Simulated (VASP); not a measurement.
The system is Re.

```
Re
1.0
     2.77908    0.00000    0.00000
    -1.38954    2.40676    0.00000
     0.00000    0.00000    4.48773
Re
2
Direct
  0.66667 0.33333 0.75000
  0.33333 0.66667 0.25000
```

Base run:

- Program: VASP 6.6.1
- Functional: r2SCAN
- Dispersion: D4
- Potentials or basis: VASP PAW PBE potentials, release 64 (Re)
- Cutoff: 520 eV
- k mesh: 11 × 11 × 6
- Occupations: fermi-dirac, width 0.05 eV
- Spin: no spin polarisation

Its results: band gap on the k mesh zero (bands 7 and 8 overlap by 2.97 eV); pressure -9.7 GPa.

Q: The run is repeated on the same cell with these changes: functional from r2SCAN to RPBE. What comes out?

A: Band gap on the k mesh zero (bands 7 and 8 overlap by 2.93 eV); pressure -10.7 GPa.

Caveats: the cell stands under tension; the PAW data sets were made with another functional, which shifts forces and pressure a little; spin-orbit coupling is left out, which moves the levels of the heavy elements; the dispersion term is far too large for a dense solid, which distorts pressure and volume (at least some runs).
